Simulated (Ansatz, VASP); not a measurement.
Two plane-wave programs on CsCu

```
Cs Cu
1.0
     5.05311    0.00000    0.00000
    -2.52656    4.37613    0.00000
     0.00000    0.00000    4.57248
Cs Cu
1 1
Direct
  0.33333 0.66667 0.50000
  0.00000 0.00000 0.00000
```

Alike in both runs: functional PBE; k mesh 6 × 6 × 6; occupations gaussian, width 0.02 eV; no spin polarisation.

Ansatz relaxed the structure, and its values are those at the end. VASP's run is a single point on that final structure, the one shown.

|  | VASP | Ansatz |
| --- | --- | --- |
| version | VASP 6.6.1 | Ansatz 0.2.0 |
| potentials or method | VASP PAW PBE potentials, release 64 (Cs_sv, Cu), cutoff 520 eV | scalar-relativistic, plane waves, PAW |
| valence electrons in the cell | 20 | 28 |

Ansatz gave:

```
gap on the k mesh at the Fermi level (eV) : 1.20
least direct gap on the mesh (eV)         : 1.20
pressure (GPa)                            : 0.0
```

Estimate VASP's values.

gap on the k mesh at the Fermi level (eV): 1.19; least direct gap on the mesh (eV): 1.19; pressure (GPa): 0.0.

The functional is the same, so the differences come from potentials, cutoffs and numerics. VASP's potentials hold 20 valence electrons a cell and Ansatz's 28, so a difference there can come from the potentials and not from the codes.

Spin-orbit coupling is off throughout.
